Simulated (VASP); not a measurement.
A run of VASP 6.6.1:

Contents of INCAR:

```
SYSTEM = Cu
  PREC = Accurate
  ENCUT = 600
  EDIFF = 1E-6
  ISMEAR = -1
  SIGMA = 0.1
  LREAL = .FALSE.
  LASPH = .TRUE.
  NELM = 80
  ALGO = Normal
  ISIF = 3
  LWAVE = .FALSE.
  LCHARG = .FALSE.
  GGA = RP
  IBRION = 2
  NSW = 80
  EDIFFG = -0.01
```

The input KPOINTS:

```
regular mesh
0
G
  13 13 13
  0 0 0
```

POSCAR

```
Cu
1.0
    2.3364585681      0.0000000000      0.0000000000
    0.0000000000      2.3364585681      0.0000000000
    0.0000000000      0.0000000000      2.3364585681
Cu
1
Direct
    0.0000000000      0.0000000000      0.0000000000
```

Potentials or basis: VASP PAW PBE potentials, release 64 (Cu).

Run with:

```console
$ cat potpaw_PBE.64/Cu/POTCAR > POTCAR
$ mpirun -np 1 vasp_std > vasp.out
```

Hardware: 1 thread of Intel(R) Xeon(R) 6975P-C (Granite Rapids), on a shared host.

Q: How long does it take, and how much memory?

A: Wall time 9.8 s on 1 thread of Intel(R) Xeon(R) 6975P-C (Granite Rapids), on a shared host, peak memory 0.13 GiB. Counts: scf iterations 29, k points 84, ion steps 3.
